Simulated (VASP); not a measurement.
# HfB2 (P6/mmm) in VASP: further runs

Runs on HfB2. Level: PBE. Tasks: single point.

Everything below comes from runs of VASP 6.6.1. Logs are shortened: lines on timing, memory, paths and dates and some standing lists are left out, and cuts for length are marked.

## 1. The cell of the first run

Symmetry: P6/mmm, No. 191, hexagonal system. The conventional cell has a = 3.054 Å, b = 3.054 Å, c = 3.385 Å, α = 90.00°, β = 90.00°, γ = 120.00°. Hf (site symmetry 6/mmm) has 12 B at 2.44 Å and 6 Hf at 3.05 Å within 3.2 Å. Within 2.3 Å of B (site symmetry -6m2) lie 3 B at 1.76 Å.

## 2. Single point, PBE

File INCAR:

```
SYSTEM = HfB2
ALGO = Normal ; EDIFF = 1E-6
ENCUT = 520 ; GGA = PE
ISIF = 2 ; ISMEAR = -1
LASPH = .True. ; LCHARG = .False.
LREAL = .False. ; LWAVE = .False.
NBANDS = 15 ; NELM = 60
PREC = Accurate ; SIGMA = 0.05
```

File KPOINTS:

```
k-points
0
Gamma
  11 11 8
  0 0 0
```

File POSCAR:

```
HfB2
1.0
    3.0539289143      0.0000000000      0.0000000000
   -1.5269644572      2.6447802469      0.0000000000
    0.0000000000      0.0000000000      3.3846091152
Hf B
1 2
Direct
    0.0000000000      0.0000000000      0.0000000000
    0.3333333333      0.6666666667      0.5000000000
    0.6666666667      0.3333333333      0.5000000000
```

Potentials or basis: VASP PAW PBE potentials, release 64 (Hf_pv, B).

The run is started by

```bash
$ cat potpaw_PBE.64/Hf_pv/POTCAR potpaw_PBE.64/B/POTCAR > POTCAR
$ mpirun -np 1 vasp_std > vasp.out
```

OUTCAR:

```text
SYSTEM = HfB2
   EDIFF = 1E-6
   ENCUT = 520
   GGA = PE
   ISIF = 2
   ISMEAR = -1
   LASPH = .True.
   LREAL = .False.
   NELM = 60
   PREC = Accurate

 ion  position               nearest neighbor table
   1  0.000  0.000  0.000-   2 2.44   3 2.44   2 2.44   3 2.44   3 2.44   3 2.44   2 2.44   2 2.44
                             3 2.44   3 2.44   2 2.44   2 2.44
   2  0.333  0.667  0.500-   3 1.76   3 1.76   3 1.76   1 2.44   1 2.44   1 2.44   1 2.44   1 2.44
                             1 2.44
   3  0.667  0.333  0.500-   2 1.76   2 1.76   2 1.76   1 2.44   1 2.44   1 2.44   1 2.44   1 2.44
                             1 2.44

  LATTYP: Found a hexagonal cell.
 ALAT       =     3.0539289143
 C/A-ratio  =     1.1082802548

  Lattice vectors:

 A1 = (   3.0539289143,   0.0000000000,   0.0000000000)
 A2 = (  -1.5269644572,   2.6447802469,   0.0000000000)
 A3 = (   0.0000000000,   0.0000000000,   3.3846091152)

Analysis of symmetry for initial positions (statically):
=====================================================================
 Subroutine PRICEL returns:
 Original cell was already a primitive cell.

 Routine SETGRP: Setting up the symmetry group for a
 hexagonal supercell.

 Subroutine GETGRP returns: Found 24 space group operations
 (whereof 24 operations were pure point group operations)
 out of a pool of 24 trial point group operations.

The static configuration has the point symmetry D_6h.

Analysis of symmetry for dynamics (positions and initial velocities):
=====================================================================
 Subroutine PRICEL returns:
 Original cell was already a primitive cell.

 Routine SETGRP: Setting up the symmetry group for a
 hexagonal supercell.

 Subroutine GETGRP returns: Found 24 space group operations
 (whereof 24 operations were pure point group operations)
 out of a pool of 24 trial point group operations.

The dynamic configuration has the point symmetry D_6h.

 Subroutine INISYM returns: Found 24 space group operations
 (whereof 24 operations are pure point group operations),
 and found     1 'primitive' translations

----------------------------------------------------------------------------------------

                                     Primitive cell

  volume of cell :      27.3374

  direct lattice vectors                    reciprocal lattice vectors
     3.053928914  0.000000000  0.000000000     0.327447045  0.189051624  0.000000000
    -1.526964457  2.644780247  0.000000000     0.000000000  0.378103247  0.000000000
     0.000000000  0.000000000  3.384609115     0.000000000  0.000000000  0.295455093

  length of vectors
     3.053928914  3.053929110  3.384609115     0.378103272  0.378103247  0.295455093

  position of ions in fractional coordinates (direct lattice)
     0.000000000  0.000000000  0.000000000
     0.333333333  0.666666667  0.500000000
     0.666666667  0.333333333  0.500000000

  ion indices of the primitive-cell ions
   primitive index   ion index
                 1           1
                 2           2
                 3           3

----------------------------------------------------------------------------------------

 KPOINTS: k-points

Automatic generation of k-mesh.
 Grid dimensions read from file:
 generate k-points for:   11   11    8

 Generating k-lattice:

  Cartesian coordinates                     Fractional coordinates (reciprocal lattice)
     0.029767913  0.017186511  0.000000000     0.090909091  0.000000000  0.000000000
     0.000000000  0.034373022  0.000000000     0.000000000  0.090909091  0.000000000
     0.000000000  0.000000000  0.036931887     0.000000000  0.000000000  0.125000000

  Length of vectors
     0.034373025  0.034373022  0.036931887

  Shift w.r.t. Gamma in fractional coordinates (k-lattice)
     0.000000000  0.000000000  0.000000000

 Subroutine IBZKPT returns following result:
 ===========================================

 Found     80 irreducible k-points:

 Following reciprocal coordinates:
            Coordinates               Weight
  0.000000  0.000000  0.000000      1.000000
  0.090909 -0.000000  0.000000      6.000000
  0.181818  0.000000  0.000000      6.000000
  0.272727 -0.000000  0.000000      6.000000
  0.363636 -0.000000  0.000000      6.000000
  0.454545 -0.000000  0.000000      6.000000
[... 16 lines left out ...]
  0.090909  0.090909  0.125000     12.000000
  0.181818  0.090909  0.125000     24.000000
 [... further k-points ...]
   k-points           NKPTS =     80   k-points in BZ     NKDIM =     80   number of bands    NBANDS=     15
   number of dos      NEDOS =    301   number of ions     NIONS =      3
   total plane-waves  NPLWV =  16128
   dimension x,y,z NGX =    24 NGY =   24 NGZ =   28
   dimension x,y,z NGXF=    48 NGYF=   48 NGZF=   56
   ions per type =               1   2
   NGX,Y,Z   is equivalent  to a cutoff of  13.06, 13.06, 13.75 a.u.
   NGXF,Y,Z  is equivalent  to a cutoff of  26.13, 26.13, 27.51 a.u.
 SYSTEM =  HfB2
   PREC   = accura    normal or accurate (medium, high low for compatibility)
   ISTART =      0    job   : 0-new  1-cont  2-samecut
   ICHARG =      2    charge: 1-file 2-atom 10-const
   ISPIN  =      1    spin polarized calculation?
   LNONCOLLINEAR =      F non collinear calculations
   LSORBIT =      F    spin-orbit coupling
   LASPH  =      T    aspherical Exc in radial PAW
   ENCUT  =  520.0 eV  38.22 Ry    6.18 a.u.   5.68  5.68  6.29*2*pi/ulx,y,z
   NELM   =     60;   NELMIN=  2; NELMDL= -5     # of ELM steps
   EDIFF  = 0.1E-05   stopping-criterion for ELM
   LREAL  =      F    real-space projection
   EDIFFG = 0.1E-04   stopping-criterion for IOM
   NSW    =      0    number of steps for IOM
   IBRION =     -1    ionic relax: 0-MD 1-quasi-New 2-CG
   NFREE  =      0    steps in history (QN), initial steepest desc. (CG)
   ISIF   =      2    stress and relaxation
   ISYM   =      2    0-nonsym 1-usesym 2-fastsym
   POTIM  = 0.5000    time-step for ionic-motion
   TEBEG  =    0.0;   TEEND  =   0.0 temperature during run
   PSTRESS=    0.0 pullay stress
   NELECT =      16.0000    total number of electrons
   NUPDOWN=      -1.0000    fix difference up-down
   EMIN   =  10.00;   EMAX   =-10.00  energy-range for DOS
   EFERMI =   0.00;   METHOD = LEGACY
   ISMEAR =    -1;   SIGMA  =   0.05  broadening in eV -4-tet -1-fermi 0-gaus
   EFERMI_NEDOS =   21; number of points for ismear=-14 and -15
   IALGO  =     38    algorithm
   IMIX   =      4    mixing-type and parameters
     AMIX     =   0.40;   BMIX     =  1.00
     AMIX_MAG =   1.60;   BMIX_MAG =  1.00
  volume/ion in A,a.u.               =       9.11        61.49
  Fermi-wavevector in a.u.,A,eV,Ry     =   1.369396  2.587784 25.514273  1.875246
  Thomas-Fermi vector in A             =   2.495275
   LORBIT       =      0    0 simple, 1 ext, 2 COOP (PROOUT), +10 PAW based schemes
   GGA     = PE    functional components
   LHFCALC =     F    Hartree Fock is set to
   AEXX    =    0.0000 exact exchange contribution
   IVDW    =     0    specifies the selected vdW correction
   LEPSILON=     F    determine dielectric tensor
   LRPA    =     F    only Hartree local field effects (RPA)
 non-spin polarized calculation
  energy-cutoff  :      520.00
  volume of cell :       27.34
 maximum number of plane-waves:       757
 NGX is ok and might be reduce to    24
   NGX = 11   NGY = 11   NGZ = 13

 number of electron      16.0000002 magnetization

 Free energy of the ion-electron system (eV)
  ---------------------------------------------------
  ext. energy  EPLUGINS =         0.00000000
  ---------------------------------------------------
  free energy    TOTEN  =       -26.21439070 eV

  energy without entropy =      -26.21320790  energy(sigma->0) =      -26.21379930

 E-fermi :   8.1956     XC(G=0): -12.9938

 val. band max:        8.0743511231   @ k =   0.0909   0.0909   0.2500
 cond. band min:       8.3112150731   @ k =   0.2727   0.1818   0.0000
 fundamental gap:      0.2368639500
 Fermi energy:         8.1956040366

 k-point     1 :       0.0000    0.0000    0.0000
  band No.  band energies     occupation
      1     -22.0382      2.00000
      2     -21.4208      2.00000
      3     -21.4208      2.00000
      4      -5.8854      2.00000
      5       5.1194      2.00000
      6       5.2655      2.00000
      7       5.2655      2.00000
      8       5.6032      2.00000
      9      12.8013      0.00000
     10      12.8013      0.00000
     11      13.4677      0.00000
     12      13.4677      0.00000
     13      13.7061      0.00000
     14      13.7061      0.00000
     15      13.9552      0.00000

 k-point     2 :       0.0909   -0.0000    0.0000
  band No.  band energies     occupation
      1     -22.0238      2.00000
      2     -21.5084      2.00000
      3     -21.4398      2.00000
      4      -5.6902      2.00000
      5       4.7649      2.00000
      6       5.2680      2.00000
      7       5.3145      2.00000
      8       5.4126      2.00000
      9      12.0949      0.00000
     10      12.6266      0.00000
     11      12.6583      0.00000
     12      13.0417      0.00000
     13      14.4064      0.00000
     14      14.9725      0.00000
     15      15.1021      0.00000

 k-point     3 :       0.1818    0.0000    0.0000
  band No.  band energies     occupation
      1     -21.9848      2.00000
      2     -21.7364      2.00000
      3     -21.4903      2.00000
      4      -5.1359      2.00000
      5       3.6062      2.00000
      6       4.9702      2.00000
      7       5.2310      2.00000
      8       5.7446      2.00000
      9      10.8964      0.00000
     10      12.3033      0.00000
     11      12.3633      0.00000
     12      13.0467      0.00000
     13      15.0065      0.00000
     14      15.9349      0.00000
     15      16.6446      0.00000

 k-point     4 :       0.2727   -0.0000    0.0000
  band No.  band energies     occupation
      1     -22.0216      2.00000
      2     -21.9333      2.00000
      3     -21.5556      2.00000
      4      -4.2965      2.00000
      5       2.2321      2.00000
      6       4.4938      2.00000
      7       5.1049      2.00000
      8       5.9046      2.00000
      9      10.7762      0.00000
     10      11.8886      0.00000
     11      12.1363      0.00000
     12      12.8072      0.00000
     13      15.1885      0.00000
     14      17.1075      0.00000
     15      18.8698      0.00000
[... 307 lines left out ...]
 k-point    22 :       0.4545   -0.0000    0.1250
  band No.  band energies     occupation
      1     -22.4062      2.00000
      2     -21.9063      2.00000
      3     -21.6437      2.00000
      4      -1.9950      2.00000
      5      -0.6424      2.00000
      6       4.2775      2.00000
      7       4.4923      2.00000
      8       5.2395      2.00000
      9      10.2240      0.00000
     10      11.9639      0.00000
     11      14.4063      0.00000
     12      14.6528      0.00000
     13      15.9352      0.00000
     14      17.2010      0.00000
     15      20.5278      0.00000

 k-point    23 :       0.0909    0.0909    0.1250
  band No.  band energies     occupation
      1     -22.0543      2.00000
      2     -21.6547      2.00000
      3     -21.4753      2.00000
      4      -5.0589      2.00000
      5       3.9102      2.00000
      6       4.1059      2.00000
      7       5.1206      2.00000
      8       6.7924      2.00000
      9       9.9745      0.00000
     10      11.6008      0.00000
     11      13.0884      0.00000
     12      14.0876      0.00000
     13      15.0361      0.00000
     14      15.2589      0.00000
     15      16.1330      0.00000

 k-point    24 :       0.1818    0.0909    0.1250
  band No.  band energies     occupation
      1     -22.0078      2.00000
      2     -21.8952      2.00000
      3     -21.5461      2.00000
      4      -4.3961      2.00000
      5       2.8497      2.00000
      6       3.9601      2.00000
      7       4.7347      2.00000
      8       6.8827      2.00000
      9       9.2468      0.00000
     10      12.1466      0.00000
     11      12.9790      0.00000
     12      13.9265      0.00000
     13      15.2830      0.00000
     14      16.0681      0.00000
     15      17.8445      0.00000

 [... further k-points ...]
[... 5 lines left out ...]
  --------------------------------------------------------------------------------------
  -------------------------------------------------------------------------------------
  Total        4.5896196      4.5896204      4.2326487     -0.0000000     -0.0000000     -0.0000000
  in kB      268.9863466    268.9863925    248.0651578     -0.0000000     -0.0000000     -0.0000000
  external PRESSURE =     262.0126323 kB  Pullay stress =       0.0000000 kB

 VOLUME and BASIS-vectors are now :
 -----------------------------------------------------------------------------
  energy-cutoff  :      520.00
  volume of cell :       27.34
      direct lattice vectors                 reciprocal lattice vectors
     3.053928914  0.000000000  0.000000000     0.327447045  0.189051624  0.000000000
    -1.526964457  2.644780247  0.000000000     0.000000000  0.378103247  0.000000000
     0.000000000  0.000000000  3.384609115     0.000000000  0.000000000  0.295455093

 POSITION                                       TOTAL-FORCE (eV/Angst)
 -----------------------------------------------------------------------------------
      0.00000      0.00000      0.00000        -0.000000      0.000000      0.000000
     -0.00000      1.76319      1.69230         0.000000     -0.000000      0.000000
      1.52696      0.88159      1.69230         0.000000      0.000000     -0.000000
 -----------------------------------------------------------------------------------
    total drift:                               -0.000000      0.000000      0.000000

  FREE ENERGIE OF THE ION-ELECTRON SYSTEM (eV)
  ---------------------------------------------------
  free  energy   TOTEN  =       -26.2143907041 eV

  energy  without entropy=      -26.2132079044  energy(sigma->0) =      -26.21379930
```

It took 18 s on 1 thread of AMD EPYC 9R45 (Zen 5), shared host; peak memory 0.14 GiB.

What came out:

- Free energy: -26.2144 eV
- Pressure: 26.2 GPa
- Band gap on the k mesh: zero (band 8 reaches 8.98 eV, above the bottom of band 9 at 7.78 eV)

Stress tensor (GPa, compression positive):
```
26.90  0.00  0.00
 0.00 26.90  0.00
 0.00  0.00 24.81
```

Levels at points of the mesh, in eV from the Fermi level:
```csv
k point,band 4,band 5,band 6,band 7,band 8,band 9,band 10,band 11,band 12,band 13
"(0.00, 0.00, 0.00)",-14.08,-3.08,-2.93,-2.93,-2.59,4.61,4.61,5.27,5.27,5.51
"(0.00, 0.00, 0.50)",-11.29,-8.54,-1.08,-1.08,0.49,0.49,1.22,1.22,2.61,5.50
```

Caveat: spin-orbit coupling is left out, which moves the levels of the heavy elements.

[end of part 1 of 2]
